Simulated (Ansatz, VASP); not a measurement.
## One calculation of ZnS, two programs

File INCAR:

```
ALGO = Normal
EDIFF = 1E-6
ENCUT = 520
GGA = PE
ISIF = 2
ISMEAR = -1
LASPH = True
LCHARG = False
LREAL = False
LWAVE = False
NBANDS = 16
NELM = 100
PREC = Accurate
SIGMA = 0.02
```

KPOINTS

```
k-points
0
Gamma
  8 8 8
```

The input POSCAR:

```
ZnS
1.0
    0.0000000000      2.7455527792      2.6323608914
    2.7455527792      0.0000000000      2.6323608914
    2.7455527792      2.7455527792      0.0000000000
Zn S
1 1
Direct
    0.2500000000      0.2500000000      0.2500000000
    0.0000000000      0.0000000000      0.0000000000
```

Input for Ansatz:

```yaml
crystal:
  lattice:
    - [0.0, 2.7455527792, 2.6323608914]
    - [2.7455527792, 0.0, 2.6323608914]
    - [2.7455527792, 2.7455527792, 0.0]
  atoms:
    - { symbol: Zn, position: [0.25, 0.25, 0.25] }
    - { symbol: S, position: [0.0, 0.0, 0.0] }
kpoints:
  mp_grid: { grid: [8, 8, 8] }
  band_path:
    path:
      - [0.0, 0.0, 0.0]
      - [-0.5, -0.5, 0.0]
      - [-0.375, -0.375, 0.25]
      - [-0.375, 0.0, 0.375]
      - [0.0, 0.0, 0.5]
      - [-0.5, -0.25, 0.25]
    npoints: 1
hamiltonian:
  xc: pbe
scf:
  occupations: { method: fermi_dirac, width: 0.02 }
  n_extra_bands: 4
output:
  forces: true
  stress: true
  eigenvalues: true
  write_density: true
  write_potential: true
  elf: true
  volumetric_format: npy
```

Change from the starting cell: epitaxial_xy strain +1.9%.

Alike in both runs: task single point; functional PBE; k mesh 8 × 8 × 8; occupations fermi-dirac, width 0.02 eV; no spin polarisation.

|  | VASP | Ansatz |
| --- | --- | --- |
| version | VASP 6.6.1 | Ansatz 0.2.0 |
| potentials or method | VASP PAW PBE potentials, release 64 (Zn, S) | plane waves, PAW |
| plane-wave cutoff (eV) | 520 | 420 |
| valence electrons in the cell | 18 | 18 |

|  | VASP | Ansatz | Ansatz less VASP |
| --- | --- | --- | --- |
| gap on the k mesh at the Fermi level (eV) | 1.99 | 1.99 | -0.005 |
| pressure (GPa) | 1.3 | 1.1 | -0.16 |
| traceless stress, the component that is largest in VASP (GPa) | 1.04 | 1.05 | +0.008 |
